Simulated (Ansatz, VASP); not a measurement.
**One calculation of SnC3, two programs**

INCAR

```
PREC = Accurate
ENCUT = 600
EDIFF = 1E-6
ISMEAR = -1
SIGMA = 0.02
LREAL = F
LASPH = T
NELM = 120
ALGO = Normal
ISIF = 2
LWAVE = F
LCHARG = T
GGA = PE
LELF = T
LVHAR = T
NBANDS = 21
GGA_COMPAT = F
```

Contents of KPOINTS:

```
regular mesh
0
Gamma
  8 8 6
```

POSCAR

```
SnC3
1.0
    2.8975645940      0.0000000000      0.0000000000
    0.0000000000      2.8975645940      0.0000000000
    0.0000000000      0.0000000000      4.5167486701
C Sn
3 1
Direct
    0.5000000000      0.0000000000      0.8235182930
    0.5000000000      0.5000000000      0.0000000000
    0.0000000000      0.5000000000      0.1764817070
    0.0000000000      0.0000000000      0.5000000000
```

Input for Ansatz:

```yaml
crystal:
  lattice:
    - [2.897564594, 0.0, 0.0]
    - [0.0, 2.897564594, 0.0]
    - [0.0, 0.0, 4.5167486701]
  atoms:
    - { symbol: C, position: [0.5, 0.0, 0.823518293] }
    - { symbol: C, position: [0.5, 0.5, 0.0] }
    - { symbol: C, position: [0.0, 0.5, 0.176481707] }
    - { symbol: Sn, position: [0.0, 0.0, 0.5] }
kpoints:
  mp_grid: { grid: [8, 8, 6] }
  band_path:
    path:
      - [0.0, 0.0, 0.0]
      - [0.0, 0.5, 0.0]
      - [0.5, 0.5, 0.0]
      - [0.0, 0.0, 0.5]
      - [0.0, 0.5, 0.5]
      - [0.5, 0.5, 0.5]
    npoints: 1
hamiltonian:
  xc: pbe
scf:
  occupations: { method: fermi_dirac, width: 0.02 }
  n_extra_bands: 5
output:
  forces: true
  stress: true
  eigenvalues: true
```

Change from the starting cell: hydrostatic strain -2.7%.

Alike in both runs: task single point; functional PBE; k mesh 8 × 8 × 6; occupations fermi-dirac, width 0.02 eV; no spin polarisation.

|  | VASP | Ansatz |
| --- | --- | --- |
| version | VASP 6.6.1 | Ansatz 0.2.0 |
| potentials or method | VASP PAW PBE potentials, release 64 (C, Sn_d) | plane waves, PAW |
| plane-wave cutoff (eV) | 600 | 420 |
| valence electrons in the cell | 26 | 26 |

|  | VASP | Ansatz | Ansatz less VASP |
| --- | --- | --- | --- |
| pressure (GPa) | 23.4 | 23.6 | +0.23 |
| traceless stress, the component that is largest in VASP (GPa) | 4.10 | 4.26 | +0.156 |
| rms of the force components (eV/Å) | 0.145 | 0.153 | +0.0083 |

Atom by atom the forces differ by 0.008 eV/Å (rms over components).
